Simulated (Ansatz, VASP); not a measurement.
Two plane-wave programs on Ge5I3

```
Ge I
1.0
     6.62352    0.00000    0.00000
    -3.31176    5.73614    0.00000
     0.00000    0.00000    5.97749
Ge I
5 3
Direct
  0.50000 0.00000 0.50000
  0.00000 0.50000 0.50000
  0.50000 0.50000 0.50000
  0.00000 0.00000 0.71018
  0.00000 0.00000 0.28982
  0.50000 0.00000 0.00000
  0.00000 0.50000 0.00000
  0.50000 0.50000 0.00000
```

Alike in both runs: functional PBE; k mesh 3 × 3 × 4; occupations gaussian, width 0.1 eV; no spin polarisation.

Ansatz relaxed the structure, and its values are those at the end. VASP's run is a single point on that final structure, the one shown.

```csv
,VASP,Ansatz
version,VASP 6.6.1,Ansatz 0.2.0
potentials or method,"VASP PAW PBE potentials, release 64 (Ge_d, I), cutoff 520 eV","scalar-relativistic, plane waves, PAW"
valence electrons in the cell,91,121
```

Ansatz gave:

* gap on the k mesh at the Fermi level (eV): none
* pressure (GPa): 0.0
* rms of the force components (eV/Å): 0.005

Q: What did VASP give for the same quantities?

A: gap on the k mesh at the Fermi level (eV): none; pressure (GPa): 0.0; rms of the force components (eV/Å): 0.003.

A gap of «none» marks a metal or a gap that the smearing closes. VASP's potentials hold 91 valence electrons a cell and Ansatz's 121, so a difference there can come from the potentials and not from the codes.

The k mesh is coarse, so the values compare programs but aren't converged. Neither program's run includes spin-orbit coupling.
